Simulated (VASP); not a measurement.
# Li2BeGeTe4 (I-42m) in VASP: further runs, part 2 of 2

VASP 6.6.1.

## (3) Single point, r2SCAN

This run uses another cell than the first one, of 27.77 Å³/atom.

File POSCAR:

```
Li2BeGeTe4
1.0
   -2.9232241607      2.9232241607      6.4989176525
    2.9232241607     -2.9232241607      6.4989176525
    2.9232241607      2.9232241607     -6.4989176525
Li Be Ge Te
2 1 1 4
Direct
    0.7500000000      0.2500000000      0.5000000000
    0.2500000000      0.7500000000      0.5000000000
    0.0000000000      0.0000000000      0.0000000000
    0.5000000000      0.5000000000      0.0000000000
    0.8754050380      0.8754050380      0.5199010201
    0.1245949620      0.6444959820      0.0000000000
    0.6444959820      0.1245949620      0.0000000000
    0.3555040180      0.3555040180      0.4800989799
```

File INCAR.step1:

```
SYSTEM = Li2BeGeTe4
  PREC = Accurate
  ENCUT = 520
  ISMEAR = 0
  SIGMA = 0.01
  LREAL = .FALSE.
  LASPH = .TRUE.
  NELM = 60
  NBANDS = 33
  GGA = PE
  ALGO = Normal
  EDIFF = 1E-4
  LWAVE = .TRUE.
  LCHARG = .FALSE.
```

File INCAR.step2:

```
SYSTEM = Li2BeGeTe4
  PREC = Accurate
  ENCUT = 520
  EDIFF = 1E-6
  ISMEAR = 0
  SIGMA = 0.01
  LREAL = .FALSE.
  LASPH = .TRUE.
  NELM = 60
  ALGO = Normal
  ISIF = 2
  LWAVE = .FALSE.
  LCHARG = .FALSE.
  METAGGA = R2SCAN
  LMIXTAU = .TRUE.
  NBANDS = 33
  ISTART = 1
```

File KPOINTS:

```
regular mesh
0
G
  6 6 6
  0 0 0
```

Potentials or basis: VASP PAW PBE potentials, release 64 (Li_sv, Be, Ge_d, Te).

Command:

```console
$ cat potpaw_PBE.64/Li_sv/POTCAR potpaw_PBE.64/Be/POTCAR potpaw_PBE.64/Ge_d/POTCAR potpaw_PBE.64/Te/POTCAR > POTCAR
$ cp INCAR.step1 INCAR
$ mpirun -np 1 vasp_std > vasp.out
$ cp INCAR.step2 INCAR
$ mpirun -np 1 vasp_std > vasp.out
```

OUTCAR:

```text
SYSTEM = Li2BeGeTe4
   PREC = Accurate
   ENCUT = 520
   EDIFF = 1E-6
   ISMEAR = 0
   LREAL = .FALSE.
   LASPH = .TRUE.
   NELM = 60
   ISIF = 2
   METAGGA = R2SCAN
   ISTART = 1

 ion  position               nearest neighbor table
   1  0.750  0.250  0.500-   8 2.71   7 2.71   6 2.71   5 2.71
   2  0.250  0.750  0.500-   8 2.71   6 2.71   7 2.71   5 2.71
   3  0.000  0.000  0.000-   5 2.49   6 2.49   7 2.49   8 2.49
   4  0.500  0.500  0.000-   5 2.62   6 2.62   7 2.62   8 2.62
   5  0.875  0.875  0.520-   3 2.49   4 2.62   1 2.71   2 2.71
   6  0.125  0.644  0.000-   3 2.49   4 2.62   2 2.71   1 2.71
   7  0.644  0.125  0.000-   3 2.49   4 2.62   1 2.71   2 2.71
   8  0.356  0.356  0.480-   3 2.49   4 2.62   2 2.71   1 2.71
[... 1078 lines left out ...]
  in kB        0.1705136      0.1705136      0.1914793      0.0000000      0.0000000      0.0000000
  external PRESSURE =       0.1775022 kB  Pullay stress =       0.0000000 kB

 VOLUME and BASIS-vectors are now :
 -----------------------------------------------------------------------------
  energy-cutoff  :      520.00
  volume of cell :      222.14
      direct lattice vectors                 reciprocal lattice vectors
    -2.923224161  2.923224161  6.498917653     0.000000000  0.171044016  0.076935888
     2.923224161 -2.923224161  6.498917653     0.171044016  0.000000000  0.076935888
     2.923224161  2.923224161 -6.498917653     0.171044016  0.171044016  0.000000000

 POSITION                                       TOTAL-FORCE (eV/Angst)
 -----------------------------------------------------------------------------------
      0.00000      2.92322      3.24946         0.000000     -0.000000      0.000000
      2.92322      0.00000      3.24946         0.000000     -0.000000     -0.000000
      0.00000      0.00000      0.00000         0.000000      0.000000      0.000000
      0.00000      0.00000      6.49892         0.000000      0.000000     -0.000000
      1.51979      1.51979      7.99958        -0.000593     -0.000593      0.016951
      1.51979     -1.51979      4.99826        -0.000593      0.000593     -0.016951
     -1.51979      1.51979      4.99826         0.000593     -0.000593     -0.016951
      1.40344      1.40344      1.50066         0.000593      0.000593      0.016951
 -----------------------------------------------------------------------------------
    total drift:                               -0.000137     -0.000137     -0.000082

  FREE ENERGIE OF THE ION-ELECTRON SYSTEM (eV)
  ---------------------------------------------------
  free  energy   TOTEN  =      -129.0381779854 eV

  energy  without entropy=     -129.0381779854  energy(sigma->0) =     -129.03817799
```

OUTCAR.step1:

```text
SYSTEM = Li2BeGeTe4
   PREC = Accurate
   ENCUT = 520
   ISMEAR = 0
   LREAL = .FALSE.
   LASPH = .TRUE.
[... 1110 lines left out ...]
      1.51979     -1.51979      4.99826         0.118780     -0.118780     -0.122194
     -1.51979      1.51979      4.99826        -0.118780      0.118780     -0.122194
      1.40344      1.40344      1.50066        -0.118780     -0.118780      0.122194
 -----------------------------------------------------------------------------------
    total drift:                                0.000002      0.000002      0.000001

  FREE ENERGIE OF THE ION-ELECTRON SYSTEM (eV)
  ---------------------------------------------------
  free  energy   TOTEN  =       -28.2304519466 eV

  energy  without entropy=      -28.2304519466  energy(sigma->0) =      -28.23045195
```

OSZICAR.step1:

```text
N       E                     dE             d eps       ncg     rms          rms(c)
DAV:   1     0.326472488426E+03    0.32647E+03   -0.18979E+04  2361   0.163E+03
DAV:   2     0.233112348049E+02   -0.30316E+03   -0.28562E+03  2188   0.427E+02
DAV:   3    -0.216019516619E+02   -0.44913E+02   -0.43924E+02  2505   0.119E+02
DAV:   4    -0.283905620599E+02   -0.67886E+01   -0.67600E+01  3695   0.361E+01
DAV:   5    -0.287932185504E+02   -0.40266E+00   -0.40206E+00  2654   0.872E+00    0.750E+00
DAV:   6    -0.283214540899E+02    0.47176E+00   -0.66416E-01  2863   0.643E+00    0.531E+00
DAV:   7    -0.282248722781E+02    0.96582E-01   -0.43480E-01  2439   0.262E+00    0.177E+00
DAV:   8    -0.282267706998E+02   -0.18984E-02   -0.59985E-02  2565   0.156E+00    0.606E-01
DAV:   9    -0.282288595411E+02   -0.20888E-02   -0.66836E-03  2544   0.477E-01    0.252E-01
DAV:  10    -0.282301649097E+02   -0.13054E-02   -0.19327E-03  2371   0.196E-01    0.589E-02
DAV:  11    -0.282304139576E+02   -0.24905E-03   -0.35568E-04  2486   0.866E-02    0.338E-02
DAV:  12    -0.282304519466E+02   -0.37989E-04   -0.44780E-05  1482   0.355E-02
   1 F= -.28230452E+02 E0= -.28230452E+02  d E =-.318240E-19
```

Run time: 12 min. Hardware: 1 thread of Intel Xeon 6975P-C (Granite Rapids), shared host; peak memory 0.68 GiB.

Results:

| Property | Result |
| --- | --- |
| Free energy | -129.0382 eV |
| Largest force | 0.017 eV/Å |
| Band gap on the k mesh | 0.46 eV (least direct gap 0.53 eV) |

Forces in eV/Å, atoms in the order of the input:
```
Li   0.000  0.000  0.000
Li   0.000  0.000  0.000
Be   0.000  0.000  0.000
Ge   0.000  0.000  0.000
Te  -0.001 -0.001  0.017
Te  -0.001  0.001 -0.017
Te   0.001 -0.001 -0.017
Te   0.001  0.001  0.017
```

Caveat: the cutoff is under 1.25 times the usual one of these potentials, so pressure, stress and relaxed cells hold a basis-set (Pulay) error; semilocal functionals underestimate gaps, and a narrow one can read as zero; the PAW data sets were made with another functional, which shifts forces and pressure a little; spin-orbit coupling is left out, which moves the levels of the heavy elements. A k mesh can miss the band edges.

## (4) Single point, r2SCAN (28.60 Å³/atom)

This run uses another cell than the first one, of 28.60 Å³/atom.

Changes to POSCAR since step 3:

```diff
@@ -2,5 +2,5 @@
 1.0
-   -2.9232241607      2.9232241607      6.4989176525
-    2.9232241607     -2.9232241607      6.4989176525
-    2.9232241607      2.9232241607     -6.4989176525
+   -2.9521688566      2.9521688566      6.5632675568
+    2.9521688566     -2.9521688566      6.5632675568
+    2.9521688566      2.9521688566     -6.5632675568
 Li Be Ge Te
```

File INCAR.step1:

```
SYSTEM = Li2BeGeTe4
  ALGO = Normal
  EDIFF = 1E-4
  ENCUT = 520
  GGA = PE
  ISMEAR = 0
  LASPH = .TRUE.
  LCHARG = .FALSE.
  LREAL = .FALSE.
  LWAVE = .TRUE.
  NBANDS = 33
  NELM = 100
  PREC = Accurate
  SIGMA = 0.01
```

File INCAR.step2:

```
SYSTEM = Li2BeGeTe4
  ALGO = Normal
  EDIFF = 1E-6
  ENCUT = 520
  ISIF = 2
  ISMEAR = 0
  ISTART = 1
  LASPH = .TRUE.
  LCHARG = .FALSE.
  LMIXTAU = .TRUE.
  LREAL = .FALSE.
  LWAVE = .FALSE.
  METAGGA = R2SCAN
  NBANDS = 33
  NELM = 100
  PREC = Accurate
  SIGMA = 0.01
```

File KPOINTS:

```
k-points
0
G
  6 6 6
  0 0 0
```

Potentials or basis: VASP PAW PBE potentials, release 64 (Li_sv, Be, Ge_d, Te).

Command:

```console
$ cat potpaw_PBE.64/Li_sv/POTCAR potpaw_PBE.64/Be/POTCAR potpaw_PBE.64/Ge_d/POTCAR potpaw_PBE.64/Te/POTCAR > POTCAR
$ cp INCAR.step1 INCAR
$ mpirun -np 1 vasp_std > vasp.out
$ cp INCAR.step2 INCAR
$ mpirun -np 1 vasp_std > vasp.out
```

OUTCAR:

```text
SYSTEM = Li2BeGeTe4
   EDIFF = 1E-6
   ENCUT = 520
   ISIF = 2
   ISMEAR = 0
   ISTART = 1
   LASPH = .TRUE.
   LREAL = .FALSE.
   METAGGA = R2SCAN
   NELM = 100
   PREC = Accurate

 ion  position               nearest neighbor table
   1  0.750  0.250  0.500-   8 2.74   6 2.74   7 2.74   5 2.74
   2  0.250  0.750  0.500-   8 2.74   7 2.74   6 2.74   5 2.74
   3  0.000  0.000  0.000-   5 2.51   6 2.51   7 2.51   8 2.51
   4  0.500  0.500  0.000-   5 2.65   6 2.65   7 2.65   8 2.65
[... 1081 lines left out ...]
  Total       -1.5397652     -1.5397652     -1.5804268      0.0000000     -0.0000000      0.0000000
  in kB      -10.7820812    -10.7820812    -11.0668105      0.0000000     -0.0000000      0.0000000
  external PRESSURE =     -10.8769909 kB  Pullay stress =       0.0000000 kB

 VOLUME and BASIS-vectors are now :
 -----------------------------------------------------------------------------
  energy-cutoff  :      520.00
  volume of cell :      228.80
      direct lattice vectors                 reciprocal lattice vectors
    -2.952168857  2.952168857  6.563267557     0.000000000  0.169367006  0.076181566
     2.952168857 -2.952168857  6.563267557     0.169367006  0.000000000  0.076181566
     2.952168857  2.952168857 -6.563267557     0.169367006  0.169367006  0.000000000

 POSITION                                       TOTAL-FORCE (eV/Angst)
 -----------------------------------------------------------------------------------
      0.00000      2.95217      3.28163        -0.000000      0.000000     -0.000000
      2.95217      0.00000      3.28163         0.000000     -0.000000     -0.000000
      0.00000      0.00000      0.00000        -0.000000     -0.000000     -0.000000
      0.00000      0.00000      6.56327         0.000000      0.000000     -0.000000
      1.53484      1.53484      8.07879        -0.032680     -0.032680     -0.097250
      1.53484     -1.53484      5.04775        -0.032680      0.032680      0.097250
     -1.53484      1.53484      5.04775         0.032680     -0.032680      0.097250
      1.41733      1.41733      1.51552         0.032680      0.032680     -0.097250
 -----------------------------------------------------------------------------------
    total drift:                               -0.000148     -0.000148     -0.000082

  FREE ENERGIE OF THE ION-ELECTRON SYSTEM (eV)
  ---------------------------------------------------
  free  energy   TOTEN  =      -129.0172428171 eV

  energy  without entropy=     -129.0172428171  energy(sigma->0) =     -129.01724282
```

Run time: 12 min. Hardware: 1 thread of Intel Xeon 6975P-C (Granite Rapids), shared host; peak memory 0.68 GiB.

What came out:

| Property | Result |
| --- | --- |
| Free energy | -129.0172 eV |
| Largest force | 0.108 eV/Å |
| Band gap on the k mesh | 0.40 eV (least direct gap 0.47 eV) |

Forces on the atoms (eV/Å):
```
Li   0.000  0.000  0.000
Li   0.000  0.000  0.000
Be   0.000  0.000  0.000
Ge   0.000  0.000  0.000
Te  -0.033 -0.033 -0.097
Te  -0.033  0.033  0.097
Te   0.033 -0.033  0.097
Te   0.033  0.033 -0.097
```

Levels at points of the mesh, in eV from the valence-band top:
```tsv
k point	band 20	band 21	band 22	band 23	band 24	band 25	band 26	band 27
(0.00, 0.00, 0.00)	-1.87	-0.63	0.00	0.00	0.55	1.89	3.76	3.76
(0.50, 0.00, 0.00)	-1.44	-1.35	-0.89	-0.87	1.87	2.94	3.46	4.41
(0.50, 0.50, 0.00)	-1.55	-1.03	-0.11	-0.07	0.40	2.71	3.88	3.98
(0.50, 0.50, 0.50)	-1.86	-1.57	-0.44	-0.44	0.60	2.06	2.46	2.46
```

Caveat: the cutoff is under 1.25 times the usual one of these potentials, so pressure, stress and relaxed cells hold a basis-set (Pulay) error; semilocal functionals underestimate gaps, and a narrow one can read as zero; the PAW data sets were made with another functional, which shifts forces and pressure a little; spin-orbit coupling is left out, which moves the levels of the heavy elements. A k mesh can miss the band edges.

## (5) The runs side by side

```csv
cell,gap on the mesh (eV),largest force (eV/Å)
"a = 7.625 Å, angles 135.4, 135.4, 64.9°, 8 atoms",0.51,0.16
"a = 7.702 Å, angles 135.4, 135.4, 64.9°, 8 atoms",0.46,0.02
"a = 7.779 Å, angles 135.4, 135.4, 64.9°, 8 atoms",0.40,0.11
```

Alike in all rows: task single point; level r2SCAN; potentials or basis VASP PAW PBE potentials, release 64 (Li_sv, Be, Ge_d, Te); no spin polarisation; k mesh 6 × 6 × 6; cutoff (eV) 520; smearing gaussian 0.01 eV.

Caveats: the cutoff is under 1.25 times the usual one of these potentials, so pressure, stress and relaxed cells hold a basis-set (Pulay) error; semilocal functionals underestimate gaps, and a narrow one can read as zero; the PAW data sets were made with another functional, which shifts forces and pressure a little; spin-orbit coupling is left out, which moves the levels of the heavy elements.

Total energies depend on the potentials used, so only differences within one code and one set of settings carry meaning.
